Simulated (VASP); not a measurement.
# BaCa2P2 (P-3m1) in VASP: further runs

The runs below take BaCa2P2 through single point, relaxation of cell and atoms, with PBE.

Program: VASP 6.6.1. These are calculated values, not measurements. Logs are shortened: lines on timing, memory, paths and dates and some standing lists are left out, and cuts for length are marked.

### 1 The cell of the first run

The structure is trigonal, space group P-3m1 (No. 164). The conventional cell has a = 4.803 Å, b = 4.803 Å, c = 6.572 Å, α = 90.00°, β = 90.00°, γ = 120.00°. Ba (site symmetry -3m) has 6 P at 3.17 Å and 6 Ca at 3.94 Å within 4.2 Å. Ca (site symmetry 3m) has 1 P at 1.26 Å within 1.7 Å. Within 1.7 Å of P (site symmetry 3m) lie 1 Ca at 1.26 Å.

### 2 Single point, PBE

Contents of INCAR:

```
PREC = Accurate
ENCUT = 520
EDIFF = 1E-7
ISMEAR = 0
SIGMA = 0.1
LREAL = F
LASPH = T
NELM = 60
ALGO = Normal
ISIF = 2
LWAVE = F
LCHARG = F
GGA = PE
NBANDS = 28
```

Contents of KPOINTS:

```
Automatic mesh
0
Gamma
  6 6 4
```

Contents of POSCAR:

```
BaCa2P2
1.0
    4.8026016470      0.0000000000      0.0000000000
   -2.4013008235      4.1591750306      0.0000000000
    0.0000000000      0.0000000000      6.5716252316
Ba Ca P
1 2 2
Direct
    0.0000000000      0.0000000000      0.0000000000
    0.3333333333      0.6666666667      0.5744000000
    0.6666666667      0.3333333333      0.4256000000
    0.3333333333      0.6666666667      0.7663000000
    0.6666666667      0.3333333333      0.2337000000
```

Potentials or basis: VASP PAW PBE potentials, release 64 (Ba_sv, Ca_sv, P).

Command:

```console
cat potpaw_PBE.64/Ba_sv/POTCAR potpaw_PBE.64/Ca_sv/POTCAR potpaw_PBE.64/P/POTCAR > POTCAR
mpirun -np 1 vasp_std > vasp.out
```

OUTCAR:

```text
PREC = Accurate
   ENCUT = 520
   EDIFF = 1E-7
   ISMEAR = 0
   LREAL = F
   LASPH = T
   NELM = 60
   ISIF = 2
   GGA = PE

 ion  position               nearest neighbor table
   1  0.000  0.000  0.000-   4 3.17   5 3.17   5 3.17   4 3.17   5 3.17   4 3.17   2 3.94   3 3.94
                             2 3.94   3 3.94   3 3.94   2 3.94
   2  0.333  0.667  0.574-   4 1.26   3 2.94   3 2.94   3 2.94   1 3.94   1 3.94   1 3.94
   3  0.667  0.333  0.426-   5 1.26   2 2.94   2 2.94   2 2.94   1 3.94   1 3.94   1 3.94
   4  0.333  0.667  0.766-   2 1.26   1 3.17   1 3.17   1 3.17
   5  0.667  0.333  0.234-   3 1.26   1 3.17   1 3.17   1 3.17

 -----------------------------------------------------------------------------
|                                                                             |
|           W    W    AA    RRRRR   N    N  II  N    N   GGGG   !!!           |
|           W    W   A  A   R    R  NN   N  II  NN   N  G    G  !!!           |
|           W    W  A    A  R    R  N N  N  II  N N  N  G       !!!           |
|           W WW W  AAAAAA  RRRRR   N  N N  II  N  N N  G  GGG   !            |
|           WW  WW  A    A  R   R   N   NN  II  N   NN  G    G                |
|           W    W  A    A  R    R  N    N  II  N    N   GGGG   !!!           |
|                                                                             |
|     The distance between some ions is very small. Please check the          |
|     nearest-neighbor list in the OUTCAR file.                               |
|     I HOPE YOU KNOW WHAT YOU ARE DOING!                                     |
|                                                                             |
 -----------------------------------------------------------------------------

  LATTYP: Found a hexagonal cell.
 ALAT       =     4.8026016470
 C/A-ratio  =     1.3683469325

  Lattice vectors:

 A1 = (   4.8026016470,   0.0000000000,   0.0000000000)
 A2 = (  -2.4013008235,   4.1591750306,   0.0000000000)
 A3 = (   0.0000000000,   0.0000000000,   6.5716252316)

Analysis of symmetry for initial positions (statically):
=====================================================================
 Subroutine PRICEL returns:
 Original cell was already a primitive cell.

 Routine SETGRP: Setting up the symmetry group for a
 hexagonal supercell.

 Subroutine GETGRP returns: Found 12 space group operations
 (whereof 12 operations were pure point group operations)
 out of a pool of 24 trial point group operations.

The static configuration has the point symmetry D_3d.

Analysis of symmetry for dynamics (positions and initial velocities):
=====================================================================
[... 122 lines left out ...]
   ISYM   =      2    0-nonsym 1-usesym 2-fastsym
   POTIM  = 0.5000    time-step for ionic-motion
   TEBEG  =    0.0;   TEEND  =   0.0 temperature during run
   PSTRESS=    0.0 pullay stress
   NELECT =      40.0000    total number of electrons
   NUPDOWN=      -1.0000    fix difference up-down
   EMIN   =  10.00;   EMAX   =-10.00  energy-range for DOS
   EFERMI =   0.00;   METHOD = LEGACY
   ISMEAR =     0;   SIGMA  =   0.10  broadening in eV -4-tet -1-fermi 0-gaus
   EFERMI_NEDOS =   21; number of points for ismear=-14 and -15
   IALGO  =     38    algorithm
   IMIX   =      4    mixing-type and parameters
     AMIX     =   0.40;   BMIX     =  1.00
     AMIX_MAG =   1.60;   BMIX_MAG =  1.00
  volume/ion in A,a.u.               =      26.25       177.17
  Fermi-wavevector in a.u.,A,eV,Ry     =   1.101647  2.081812 16.512400  1.213627
  Thomas-Fermi vector in A             =   2.238078
   LORBIT       =      0    0 simple, 1 ext, 2 COOP (PROOUT), +10 PAW based schemes
   GGA     = PE    functional components
   LHFCALC =     F    Hartree Fock is set to
   AEXX    =    0.0000 exact exchange contribution
   IVDW    =     0    specifies the selected vdW correction
   LEPSILON=     F    determine dielectric tensor
   LRPA    =     F    only Hartree local field effects (RPA)
 non-spin polarized calculation
 Gauss-broadening in eV      SIGMA  =   0.10
  energy-cutoff  :      520.00
  volume of cell :      131.27
 maximum number of plane-waves:      3552
   NGX = 17   NGY = 17   NGZ = 25

 number of electron      40.0000009 magnetization

 Free energy of the ion-electron system (eV)
  ---------------------------------------------------
  ext. energy  EPLUGINS =         0.00000000
  ---------------------------------------------------
  free energy    TOTEN  =        35.15110210 eV

  energy without entropy =       35.16440543  energy(sigma->0) =       35.15775376

 E-fermi :   4.0412     XC(G=0):  -8.9234

 val. band max:        3.9878382889   @ k =   0.5000   0.0000   0.0000
 cond. band min:       4.0580791433   @ k =   0.3333   0.1667   0.5000
 fundamental gap:      0.0702408543
 Fermi energy:         4.0411974561

 k-point     1 :       0.0000    0.0000    0.0000
  band No.  band energies     occupation
      1     -40.4684      2.00000
      2     -40.3594      2.00000
      3     -24.1535      2.00000
      4     -22.5017      2.00000
      5     -22.3120      2.00000
      6     -19.6809      2.00000
[... 733 lines left out ...]
     27       6.5454      0.00000
     28       6.5454      0.00000

------------------------ aborting loop because EDIFF is reached ----------------------------------------

  FORCE on cell =-STRESS in cart. coord.  units (eV):
  Direction    XX          YY          ZZ          XY          YZ          ZX
  --------------------------------------------------------------------------------------
  -------------------------------------------------------------------------------------
  Total        1.8919308      1.8919308    195.3237438      0.0000000      0.0000000      0.0000000
  in kB       23.0918789     23.0918789   2384.0154807      0.0000000      0.0000000      0.0000000
  external PRESSURE =     810.0664128 kB  Pullay stress =       0.0000000 kB

 VOLUME and BASIS-vectors are now :
 -----------------------------------------------------------------------------
  energy-cutoff  :      520.00
  volume of cell :      131.27
      direct lattice vectors                 reciprocal lattice vectors
     4.802601647  0.000000000  0.000000000     0.208220476  0.120216148  0.000000000
    -2.401300824  4.159175031  0.000000000     0.000000000  0.240432296  0.000000000
     0.000000000  0.000000000  6.571625232     0.000000000  0.000000000  0.152169359

 POSITION                                       TOTAL-FORCE (eV/Angst)
 -----------------------------------------------------------------------------------
      0.00000      0.00000      0.00000        -0.000000      0.000000      0.000000
     -0.00000      2.77278      3.77474        -0.000000     -0.000000    -76.391001
      2.40130      1.38639      2.79688         0.000000      0.000000     76.391001
     -0.00000      2.77278      5.03584        -0.000000     -0.000000     76.927657
      2.40130      1.38639      1.53579         0.000000      0.000000    -76.927657
 -----------------------------------------------------------------------------------
    total drift:                                0.000000     -0.000000      0.000000

  FREE ENERGIE OF THE ION-ELECTRON SYSTEM (eV)
  ---------------------------------------------------
  free  energy   TOTEN  =        35.1511020951 eV

  energy  without entropy=       35.1644054345  energy(sigma->0) =       35.15775376
```

OSZICAR:

```text
N       E                     dE             d eps       ncg     rms          rms(c)
DAV:   1     0.421992712143E+03    0.42199E+03   -0.20060E+04  1344   0.133E+03
DAV:   2     0.485407832396E+02   -0.37345E+03   -0.36349E+03  1608   0.367E+02
DAV:   3     0.230916606088E+02   -0.25449E+02   -0.25031E+02  2008   0.877E+01
DAV:   4     0.214099876918E+02   -0.16817E+01   -0.16683E+01  2176   0.173E+01
DAV:   5     0.213900162117E+02   -0.19971E-01   -0.19965E-01  1928   0.207E+00    0.651E+01
DAV:   6     0.319181442622E+02    0.10528E+02   -0.13444E+02  1948   0.525E+01    0.156E+01
DAV:   7     0.350468849077E+02    0.31287E+01   -0.18637E+01  1748   0.253E+01    0.545E+00
DAV:   8     0.351577442728E+02    0.11086E+00   -0.19046E+00  1844   0.712E+00    0.333E+00
DAV:   9     0.351592716537E+02    0.15274E-02   -0.35009E-01  2076   0.246E+00    0.194E+00
DAV:  10     0.351527892234E+02   -0.64824E-02   -0.87702E-02  1880   0.153E+00    0.606E-01
DAV:  11     0.351510372531E+02   -0.17520E-02   -0.29339E-02  2096   0.869E-01    0.315E-01
DAV:  12     0.351510561482E+02    0.18895E-04   -0.11461E-03  1684   0.201E-01    0.190E-01
DAV:  13     0.351510964487E+02    0.40301E-04   -0.32668E-04  1792   0.121E-01    0.319E-02
DAV:  14     0.351511025619E+02    0.61132E-05   -0.38950E-05  1824   0.425E-02    0.568E-03
DAV:  15     0.351511022957E+02   -0.26629E-06   -0.44762E-06  1820   0.139E-02    0.243E-03
DAV:  16     0.351511018886E+02   -0.40703E-06   -0.60343E-07  1772   0.466E-03    0.249E-03
DAV:  17     0.351511020868E+02    0.19817E-06   -0.62604E-08   972   0.190E-03    0.545E-04
DAV:  18     0.351511020951E+02    0.82955E-08   -0.16931E-08   908   0.877E-04
   1 F= 0.35151102E+02 E0= 0.35157754E+02  d E =-.133033E-01
```

Run time: 53 s. Hardware: 1 thread of Intel Xeon 6975P-C (Granite Rapids), shared host; peak memory 0.29 GiB.

Results:

```
Free energy            : 35.1511 eV
Pressure               : 81.0 GPa
Largest force          : 76.928 eV/Å
Band gap on the k mesh : zero (bands 20 and 21 overlap by 0.68 eV)
```

Forces on the atoms (eV/Å):
```
Ba    0.000   0.000   0.000
Ca    0.000   0.000 -76.391
Ca    0.000   0.000  76.391
P     0.000   0.000  76.928
P     0.000   0.000 -76.928
```

Stress tensor (GPa, compression positive):
```
  2.31   0.00   0.00
  0.00   2.31   0.00
  0.00   0.00 238.40
```

Caveat: atoms lie so close that the PAW spheres overlap strongly, which falsifies energies and pressures; the stress differs along the axes, from 2 to 238 GPa; spin-orbit coupling is left out, which moves the levels of the heavy elements; forces of over 1 eV/Å act on the atoms, so gaps and moduli don't describe the material at rest.

### 3 Single point, PBE

This run uses another cell than the first one, of 31.00 Å³/atom.

Contents of INCAR:

```
PREC     = Accurate       # precision mode
ENCUT    = 520            # plane-wave cutoff, eV
EDIFF    = 1E-6           # SCF threshold, eV
ISMEAR   = 0              # smearing method
SIGMA    = 0.1            # smearing width, eV
LREAL    = False          # projectors in reciprocal space
LASPH    = True           # aspherical terms in the spheres
NELM     = 80             # most SCF steps
ALGO     = Normal         # electronic algorithm
ISIF     = 2              # what is computed and relaxed
LWAVE    = False          # write WAVECAR
LCHARG   = True           # write CHGCAR
GGA      = PE             # functional
LELF     = True           # ELF
LVHAR    = True         
NBANDS   = 28             # bands
```

Contents of KPOINTS:

```
regular mesh
0
Gamma
  6 6 4
```

Contents of POSCAR:

```
BaCa2P2
1.0
    4.7976183234      0.0000000000      0.0000000000
   -2.3988091617      4.1548593458      0.0000000000
    0.0000000000      0.0000000000      7.7749458881
Ba Ca P
1 2 2
Direct
    0.0000000000      0.0000000000      0.0000000000
    0.3333333333      0.6666666667      0.3616178591
    0.6666666667      0.3333333333      0.6383821409
    0.3333333333      0.6666666667      0.7423668094
    0.6666666667      0.3333333333      0.2576331906
```

Potentials or basis: VASP PAW PBE potentials, release 64 (Ba_sv, Ca_sv, P).

Command:

```console
cat potpaw_PBE.64/Ba_sv/POTCAR potpaw_PBE.64/Ca_sv/POTCAR potpaw_PBE.64/P/POTCAR > POTCAR
mpirun -np 1 vasp_std > vasp.out
```

OUTCAR:

```text
PREC = Accurate
   ENCUT = 520
   EDIFF = 1E-6
   ISMEAR = 0
   LREAL = False
   LASPH = True
   NELM = 80
   ISIF = 2
   GGA = PE

 ion  position               nearest neighbor table
   1  0.000  0.000  0.000-   4 3.42   5 3.42   5 3.42   4 3.42   5 3.42   4 3.42   2 3.95   3 3.95
                             2 3.95   3 3.95   3 3.95   2 3.95
   2  0.333  0.667  0.362-   5 2.89   5 2.89   5 2.89   4 2.96   1 3.95   1 3.95   1 3.95
   3  0.667  0.333  0.638-   4 2.89   4 2.89   4 2.89   5 2.96   1 3.95   1 3.95   1 3.95
   4  0.333  0.667  0.742-   3 2.89   3 2.89   3 2.89   2 2.96   1 3.42   1 3.42   1 3.42
   5  0.667  0.333  0.258-   2 2.89   2 2.89   2 2.89   3 2.96   1 3.42   1 3.42   1 3.42

  LATTYP: Found a hexagonal cell.
 ALAT       =     4.7976183234
 C/A-ratio  =     1.6205844992

  Lattice vectors:

 A1 = (   4.7976183234,   0.0000000000,   0.0000000000)
 A2 = (  -2.3988091617,   4.1548593458,   0.0000000000)
 A3 = (   0.0000000000,   0.0000000000,   7.7749458881)

Analysis of symmetry for initial positions (statically):
=====================================================================
 Subroutine PRICEL returns:
 Original cell was already a primitive cell.

[... 177 lines left out ...]
 cond. band min:       3.4174280445   @ k =   0.5000  -0.0000   0.0000
 fundamental gap:      1.4437350618
 Fermi energy:         2.4218052006

 k-point     1 :       0.0000    0.0000    0.0000
  band No.  band energies     occupation
      1     -37.9229      2.00000
      2     -37.8938      2.00000
      3     -24.9112      2.00000
      4     -19.0374      2.00000
      5     -18.9688      2.00000
      6     -18.9688      2.00000
[... 733 lines left out ...]
     27       7.0967      0.00000
     28       7.2435      0.00000

------------------------ aborting loop because EDIFF is reached ----------------------------------------

  FORCE on cell =-STRESS in cart. coord.  units (eV):
  Direction    XX          YY          ZZ          XY          YZ          ZX
  --------------------------------------------------------------------------------------
  -------------------------------------------------------------------------------------
  Total       -0.0794792     -0.0794792      0.5182234      0.0000000      0.0000000      0.0000000
  in kB       -0.8216459     -0.8216459      5.3573275      0.0000000      0.0000000      0.0000000
  external PRESSURE =       1.2380119 kB  Pullay stress =       0.0000000 kB

 VOLUME and BASIS-vectors are now :
 -----------------------------------------------------------------------------
  energy-cutoff  :      520.00
  volume of cell :      154.98
      direct lattice vectors                 reciprocal lattice vectors
     4.797618323  0.000000000  0.000000000     0.208436756  0.120341017  0.000000000
    -2.398809162  4.154859346  0.000000000     0.000000000  0.240682034  0.000000000
     0.000000000  0.000000000  7.774945888     0.000000000  0.000000000  0.128618258

 POSITION                                       TOTAL-FORCE (eV/Angst)
 -----------------------------------------------------------------------------------
      0.00000      0.00000      0.00000        -0.000000      0.000000     -0.000000
     -0.00000      2.76991      2.81156         0.000000      0.000000     -0.008907
      2.39881      1.38495      4.96339         0.000000      0.000000      0.008907
     -0.00000      2.76991      5.77186         0.000000      0.000000     -0.030878
      2.39881      1.38495      2.00308        -0.000000      0.000000      0.030878
 -----------------------------------------------------------------------------------
    total drift:                                0.000000     -0.000000     -0.000000

  FREE ENERGIE OF THE ION-ELECTRON SYSTEM (eV)
  ---------------------------------------------------
  free  energy   TOTEN  =       -22.2306533697 eV

  energy  without entropy=      -22.2306533697  energy(sigma->0) =      -22.23065337
```

Wall time 46 s (1 thread of Intel Xeon 6975P-C (Granite Rapids), shared host); peak memory 0.32 GiB.

What came out:

```
Free energy            : -22.2307 eV
Pressure               : 0.1 GPa
Largest force          : 0.031 eV/Å
Band gap on the k mesh : 1.44 eV (least direct gap 1.51 eV)
```

Forces on the atoms (eV/Å):
```
Ba   0.000  0.000  0.000
Ca   0.000  0.000 -0.009
Ca   0.000  0.000  0.009
P    0.000  0.000 -0.031
P    0.000  0.000  0.031
```

Caveat: spin-orbit coupling is left out, which moves the levels of the heavy elements.

### 4 Single point, PBE

This run uses another cell than the first one, of 30.99 Å³/atom.

Contents of INCAR:

```
PREC = Accurate
ENCUT = 520
EDIFF = 1E-6
ISMEAR = 0
SIGMA = 0.02
LREAL = False
LASPH = True
NELM = 60
ALGO = Normal
ISIF = 2
LWAVE = False
LCHARG = False
GGA = PE
NBANDS = 28
```

KPOINTS is that of step 3.

Contents of POSCAR:

```
BaCa2P2
1.0
    4.7697185235      0.0000000000      0.0000000000
   -2.3848592618      4.1306974103      0.0000000000
    0.0000000000      0.0000000000      7.8637577055
Ba Ca P
1 2 2
Direct
    0.0000000000      0.0000000000      0.0000000000
    0.3333333333      0.6666666667      0.3621188841
    0.6666666667      0.3333333333      0.6378811159
    0.3333333333      0.6666666667      0.7415141197
    0.6666666667      0.3333333333      0.2584858803
```

Command:

```console
cat potpaw_PBE.64/Ba_sv/POTCAR potpaw_PBE.64/Ca_sv/POTCAR potpaw_PBE.64/P/POTCAR > POTCAR
mpirun -np 1 vasp_std > vasp.out
```

Wall time 46 s (1 thread of Intel Xeon 6975P-C (Granite Rapids), shared host); peak memory 0.32 GiB.

The run converged. Its results:

```
Free energy            : -22.2344 eV
Pressure               : 0.2 GPa
Largest force          : 0.015 eV/Å
Band gap on the k mesh : 1.48 eV (least direct gap 1.48 eV)
```

Forces in eV/Å, atoms in the order of the input:
```
Ba   0.000  0.000  0.000
Ca   0.000  0.000  0.014
Ca   0.000  0.000 -0.014
P    0.000  0.000 -0.015
P    0.000  0.000  0.015
```

Levels at points of the mesh, in eV from the valence-band top:
```
           k point  band 17  band 18  band 19  band 20  band 21  band 22  band 23  band 24
(0.00, 0.00, 0.00)    -0.50    -0.22    -0.22     0.00     2.31     2.62     2.62     3.18
(0.50, 0.00, 0.00)    -0.64    -0.43    -0.24    -0.01     1.48     3.05     3.35     3.66
(0.00, 0.00, 0.50)    -0.63    -0.63    -0.07    -0.07     3.05     3.05     3.21     3.56
(0.50, 0.00, 0.50)    -0.46    -0.38    -0.18    -0.04     1.96     2.45     3.10     3.77
```

Caveat: spin-orbit coupling is left out, which moves the levels of the heavy elements.

(Continued in part 2 of 2.)

The gap in the log of VASP goes by the Fermi energy; the results here count the filled bands.